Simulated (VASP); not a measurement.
# Ir2Pb (Fd-3m) in VASP: further runs, part 2 of 2

VASP 6.6.1.

### 3 Relaxation of cell and atoms, PBE

This run uses another cell than the first one, of 19.39 Å³/atom, 1.032 times its volume.

The input, INCAR:

```
  PREC = Accurate
  ENCUT = 600
  EDIFF = 1E-7
  ISMEAR = 0
  SIGMA = 0.1
  LREAL = False
  LASPH = True
  NELM = 100
  ALGO = Normal
  ISIF = 3
  LWAVE = False
  LCHARG = False
  GGA = PE
  IBRION = 2
  NSW = 90
  EDIFFG = -0.04
```

The input, KPOINTS:

```
Automatic mesh
0
Gamma
  4 4 4
```

The input, POSCAR:

```
Ir2Pb
1.0
    0.0000000000      3.8748860422      3.8748860422
    3.8748860422      0.0000000000      3.8748860422
    3.8748860422      3.8748860422      0.0000000000
Ir Pb
4 2
Direct
    0.6250000000      0.6250000000      0.6250000000
    0.1250000000      0.6250000000      0.6250000000
    0.6250000000      0.6250000000      0.1250000000
    0.6250000000      0.1250000000      0.6250000000
    0.0000000000      0.0000000000      0.0000000000
    0.2500000000      0.2500000000      0.2500000000
```

Potentials or basis: VASP PAW PBE potentials, release 64 (Ir, Pb_d).

Launch:

```console
$ cat potpaw_PBE.64/Ir/POTCAR potpaw_PBE.64/Pb_d/POTCAR > POTCAR
$ mpirun -np 1 vasp_std > vasp.out
```

OUTCAR:

```text
PREC = Accurate
   ENCUT = 600
   EDIFF = 1E-7
   ISMEAR = 0
   LREAL = False
   LASPH = True
   NELM = 100
   ISIF = 3
   GGA = PE
   IBRION = 2
   NSW = 90
   EDIFFG = -0.04

 ion  position               nearest neighbor table
   1  0.625  0.625  0.625-   2 2.74   3 2.74   4 2.74   3 2.74   4 2.74   2 2.74   6 3.21   5 3.21
                             6 3.21   5 3.21   6 3.21   5 3.21
   2  0.125  0.625  0.625-   1 2.74   3 2.74   4 2.74   1 2.74   3 2.74   4 2.74   5 3.21   6 3.21
                             5 3.21   5 3.21   6 3.21   6 3.21
   3  0.625  0.625  0.125-   1 2.74   1 2.74   2 2.74   4 2.74   4 2.74   2 2.74   6 3.21   5 3.21
                             6 3.21   5 3.21   6 3.21   5 3.21
   4  0.625  0.125  0.625-   1 2.74   3 2.74   1 2.74   2 2.74   3 2.74   2 2.74   5 3.21   6 3.21
                             5 3.21   6 3.21   6 3.21   5 3.21
   5  0.000  0.000  0.000-   1 3.21   3 3.21   4 3.21   1 3.21   2 3.21   3 3.21   1 3.21   2 3.21
                             4 3.21   2 3.21   3 3.21   4 3.21   6 3.36   6 3.36   6 3.36   6 3.36
   6  0.250  0.250  0.250-   2 3.21   3 3.21   4 3.21   1 3.21   2 3.21   4 3.21   1 3.21   2 3.21
                             3 3.21   1 3.21   3 3.21   4 3.21   5 3.36   5 3.36   5 3.36   5 3.36

  LATTYP: Found a face centered cubic cell.
 ALAT       =     7.7497720844

  Lattice vectors:

 A1 = (   0.0000000000,   3.8748860422,   3.8748860422)
 A2 = (   3.8748860422,   0.0000000000,   3.8748860422)
 A3 = (   3.8748860422,   3.8748860422,   0.0000000000)

Analysis of symmetry for initial positions (statically):
=====================================================================
 Subroutine PRICEL returns:
 Original cell was already a primitive cell.

 Routine SETGRP: Setting up the symmetry group for a
 face centered cubic supercell.

 Subroutine GETGRP returns: Found 48 space group operations
 (whereof 24 operations were pure point group operations)
 out of a pool of 48 trial point group operations.

The static configuration has the point symmetry T_d .
 The point group associated with its full space group is O_h .

Analysis of symmetry for dynamics (positions and initial velocities):
=====================================================================
 Subroutine PRICEL returns:
 Original cell was already a primitive cell.

 Routine SETGRP: Setting up the symmetry group for a
 face centered cubic supercell.

 Subroutine GETGRP returns: Found 48 space group operations
 (whereof 24 operations were pure point group operations)
 out of a pool of 48 trial point group operations.

The dynamic configuration has the point symmetry T_d .
 The point group associated with its full space group is O_h .

 Subroutine INISYM returns: Found 48 space group operations
 (whereof 24 operations are pure point group operations),
 and found     1 'primitive' translations

----------------------------------------------------------------------------------------

                                     Primitive cell

  volume of cell :     116.3608

  direct lattice vectors                    reciprocal lattice vectors
     0.000000000  3.874886042  3.874886042    -0.129036053  0.129036053  0.129036053
     3.874886042  0.000000000  3.874886042     0.129036053 -0.129036053  0.129036053
     3.874886042  3.874886042  0.000000000     0.129036053  0.129036053 -0.129036053

  length of vectors
     5.479916394  5.479916394  5.479916394     0.223496999  0.223496999  0.223496999

  position of ions in fractional coordinates (direct lattice)
     0.625000000  0.625000000  0.625000000
     0.125000000  0.625000000  0.625000000
[... 32 lines left out ...]
  Shift w.r.t. Gamma in fractional coordinates (k-lattice)
     0.000000000  0.000000000  0.000000000

 Subroutine IBZKPT returns following result:
 ===========================================

 Found      8 irreducible k-points:

 Following reciprocal coordinates:
            Coordinates               Weight
  0.000000  0.000000  0.000000      1.000000
  0.250000  0.000000  0.000000      8.000000
  0.500000  0.000000  0.000000      4.000000
  0.250000  0.250000  0.000000      6.000000
  0.500000  0.250000  0.000000     24.000000
 -0.250000  0.250000  0.000000     12.000000
  0.500000  0.500000  0.000000      3.000000
 -0.250000  0.500000  0.250000      6.000000
   k-points           NKPTS =      8   k-points in BZ     NKDIM =      8   number of bands    NBANDS=     38
   number of dos      NEDOS =    301   number of ions     NIONS =      6
   total plane-waves  NPLWV = 110592
   dimension x,y,z NGX =    48 NGY =   48 NGZ =   48
   dimension x,y,z NGXF=    96 NGYF=   96 NGZF=   96
   ions per type =               4   2
   NGX,Y,Z   is equivalent  to a cutoff of  14.56, 14.56, 14.56 a.u.
   NGXF,Y,Z  is equivalent  to a cutoff of  29.12, 29.12, 29.12 a.u.
 SYSTEM =  unknown system
   PREC   = accura    normal or accurate (medium, high low for compatibility)
   ISTART =      0    job   : 0-new  1-cont  2-samecut
   ICHARG =      2    charge: 1-file 2-atom 10-const
   ISPIN  =      1    spin polarized calculation?
   LNONCOLLINEAR =      F non collinear calculations
   LSORBIT =      F    spin-orbit coupling
   LASPH  =      T    aspherical Exc in radial PAW
   ENCUT  =  600.0 eV  44.10 Ry    6.64 a.u.  10.94 10.94 10.94*2*pi/ulx,y,z
   NELM   =    100;   NELMIN=  2; NELMDL= -5     # of ELM steps
   EDIFF  = 0.1E-06   stopping-criterion for ELM
   LREAL  =      F    real-space projection
   EDIFFG = -.4E-01   stopping-criterion for IOM
   NSW    =     90    number of steps for IOM
   IBRION =      2    ionic relax: 0-MD 1-quasi-New 2-CG
   NFREE  =      1    steps in history (QN), initial steepest desc. (CG)
   ISIF   =      3    stress and relaxation
   ISYM   =      2    0-nonsym 1-usesym 2-fastsym
   POTIM  = 0.5000    time-step for ionic-motion
   TEBEG  =    0.0;   TEEND  =   0.0 temperature during run
   PSTRESS=    0.0 pullay stress
   NELECT =      64.0000    total number of electrons
   NUPDOWN=      -1.0000    fix difference up-down
   EMIN   =  10.00;   EMAX   =-10.00  energy-range for DOS
   EFERMI =   0.00;   METHOD = LEGACY
   ISMEAR =     0;   SIGMA  =   0.10  broadening in eV -4-tet -1-fermi 0-gaus
   EFERMI_NEDOS =   21; number of points for ismear=-14 and -15
   IALGO  =     38    algorithm
   IMIX   =      4    mixing-type and parameters
     AMIX     =   0.40;   BMIX     =  1.00
     AMIX_MAG =   1.60;   BMIX_MAG =  1.00
  volume/ion in A,a.u.               =      19.39       130.87
  Fermi-wavevector in a.u.,A,eV,Ry     =   1.341320  2.534728 24.478794  1.799141
  Thomas-Fermi vector in A             =   2.469563
   LORBIT       =      0    0 simple, 1 ext, 2 COOP (PROOUT), +10 PAW based schemes
   GGA     = PE    functional components
   LHFCALC =     F    Hartree Fock is set to
   AEXX    =    0.0000 exact exchange contribution
   IVDW    =     0    specifies the selected vdW correction
   LEPSILON=     F    determine dielectric tensor
   LRPA    =     F    only Hartree local field effects (RPA)
 conjugate gradient relaxation of ions
 non-spin polarized calculation
 Gauss-broadening in eV      SIGMA  =   0.10
  energy-cutoff  :      600.00
  volume of cell :      116.36
 maximum number of plane-waves:      3895
 NGX is ok and might be reduce to    48
   NGX = 21   NGY = 21   NGZ = 21

--------------------------------------- Ionic step        1  -------------------------------------------

 number of electron      63.9999997 magnetization

 Free energy of the ion-electron system (eV)
  ---------------------------------------------------
  ext. energy  EPLUGINS =         0.00000000
  ---------------------------------------------------
  free energy    TOTEN  =       -39.90964270 eV

  energy without entropy =      -39.86349452  energy(sigma->0) =      -39.88656861

------------------------ aborting loop because EDIFF is reached ----------------------------------------

  FORCE on cell =-STRESS in cart. coord.  units (eV):
  Direction    XX          YY          ZZ          XY          YZ          ZX
  --------------------------------------------------------------------------------------
  -------------------------------------------------------------------------------------
  Total       -3.4470420     -3.4470420     -3.4470420      0.0000000      0.0000000      0.0000000
  in kB      -47.4624720    -47.4624720    -47.4624720      0.0000000      0.0000000      0.0000000
  external PRESSURE =     -47.4624720 kB  Pullay stress =       0.0000000 kB
[... 67 lines left out ...]
--------------------------------------- Ionic step        3  -------------------------------------------

 number of electron      63.9999998 magnetization

 Free energy of the ion-electron system (eV)
  ---------------------------------------------------
  ext. energy  EPLUGINS =         0.00000000
  ---------------------------------------------------
  free energy    TOTEN  =       -39.96251815 eV

  energy without entropy =      -39.91746955  energy(sigma->0) =      -39.93999385

 E-fermi :   8.5121     XC(G=0): -12.3716

 val. band max:        8.4822587821   @ k =   0.5000   0.2500   0.0000
 cond. band min:       8.5267756523   @ k =   0.2500   0.2500   0.0000
 fundamental gap:      0.0445168703
 Fermi energy:         8.5121149857

 k-point     1 :       0.0000    0.0000    0.0000
  band No.  band energies     occupation
      1      -8.1462      2.00000
      2      -8.1462      2.00000
      3      -8.1462      2.00000
      4      -8.1107      2.00000
      5      -8.1107      2.00000
      6      -7.9223      2.00000
[... 350 lines left out ...]
  FREE ENERGIE OF THE ION-ELECTRON SYSTEM (eV)
  ---------------------------------------------------
  free  energy   TOTEN  =       -39.9625181540 eV

  energy  without entropy=      -39.9174695544  energy(sigma->0) =      -39.93999385

 reached required accuracy - stopping structural energy minimisation
```

Run time: 2.2 min. Hardware: 1 thread of Intel Xeon Platinum 8375C at 2.90GHz (Ice Lake), shared host; peak memory 0.35 GiB.

Results:

* Free energy: -39.9625 eV
* Relaxed volume: 18.83 Å³/atom
* Relaxed cell: a = 5.426 Å, b = 5.426 Å, c = 5.426 Å, α = 60.00°, β = 60.00°, γ = 60.00°
* Space group after relaxing (to 0.05 Å): Fd-3m (No. 227)
* Energy gained by relaxing: 8.8 meV/atom
* Ionic steps: 3
* Pressure after relaxing: -0.1 GPa
* Band gap on the k mesh: zero (band 32 reaches 8.89 eV, above the bottom of band 33 at 8.33 eV)

The path:
```tsv
step	energy change (eV)	largest force (eV/Å)	pressure (GPa)	volume (Å³)
1	0.0000	0.0000	-4.75	116.36
2	0.1325	0.0000	10.54	106.95
3	-0.0529	0.0000	-0.08	112.96
```

Final structure:
```
Ir Pb
1.0
     0.00000    3.83675    3.83675
     3.83675    0.00000    3.83675
     3.83675    3.83675    0.00000
Ir Pb
4 2
Direct
  0.62500 0.62500 0.62500
  0.12500 0.62500 0.62500
  0.62500 0.62500 0.12500
  0.62500 0.12500 0.62500
  0.00000 0.00000 0.00000
  0.25000 0.25000 0.25000
```

Levels at points of the mesh, in eV from the Fermi level:
```tsv
k point	band 30	band 31	band 32	band 33	band 34	band 35
(0.00, 0.00, 0.00)	-0.36	-0.16	-0.08	-0.08	1.68	2.20
(0.50, 0.00, 0.00)	-0.42	-0.23	-0.18	-0.18	0.72	0.72
(0.50, 0.50, 0.00)	-0.74	-0.36	-0.36	-0.13	-0.13	1.88
```

Caveat: spin-orbit coupling is left out, which moves the levels of the heavy elements.
